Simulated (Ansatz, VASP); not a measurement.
## Two plane-wave programs on PtS2

Contents of INCAR:

```
SYSTEM = PtS2
ALGO = Normal
EDIFF = 1E-6
ENCUT = 520
GGA = PE
ISIF = 2
ISMEAR = 0
LASPH = .True.
LCHARG = .False.
LREAL = .False.
LWAVE = .False.
NBANDS = 18
NELM = 100
PREC = Accurate
SIGMA = 0.01
```

KPOINTS

```
k-points
0
Gamma
  8 8 8
  0 0 0
```

Contents of POSCAR:

```
PtS2
1.0
    1.7644429032      1.0187015851      5.5230462059
   -1.7644429032      1.0187015851      5.5230462059
    0.0000000000     -2.0374031703      5.5230462059
Pt S
1 2
Direct
    0.0000000000      0.0000000000      0.0000000000
    0.2583047869      0.2583047869      0.2583047869
    0.7416952131      0.7416952131      0.7416952131
```

Input for Ansatz:

```yaml
crystal:
  lattice:
    - [1.7644429032, 1.0187015851, 5.5230462059]
    - [-1.7644429032, 1.0187015851, 5.5230462059]
    - [0.0, -2.0374031703, 5.5230462059]
  atoms:
    - { symbol: Pt, position: [0.0, 0.0, 0.0] }
    - { symbol: S, position: [0.2583047869, 0.2583047869, 0.2583047869] }
    - { symbol: S, position: [0.7416952131, 0.7416952131, 0.7416952131] }
kpoints:
  mp_grid: { grid: [8, 8, 8] }
hamiltonian:
  xc: pbe
scf:
  occupations: { method: fixed }
output:
  optics: { e_range: [0, 12], de: 0.05, sigma: 0.1, bands: auto }
```

Alike in both runs: task single point; functional PBE; k mesh 8 × 8 × 8; no spin polarisation.

|  | VASP | Ansatz |
| --- | --- | --- |
| version | VASP 6.6.1 | Ansatz 0.2.0 |
| potentials or method | VASP PAW PBE potentials, release 64 (Pt, S) | plane waves, PAW |
| plane-wave cutoff (eV) | 520 | 420 |
| occupations | gaussian, width 0.01 eV | fixed |
| valence electrons in the cell | 22 | 30 |

Ansatz gave:

* gap on the k mesh at the Fermi level (eV): 1.06

**Question.** Estimate VASP's values.

**Answer.** gap on the k mesh at the Fermi level (eV): 1.07.

VASP's potentials hold 22 valence electrons a cell and Ansatz's 30, so a difference there can come from the potentials and not from the codes.

Spin-orbit coupling is off throughout.
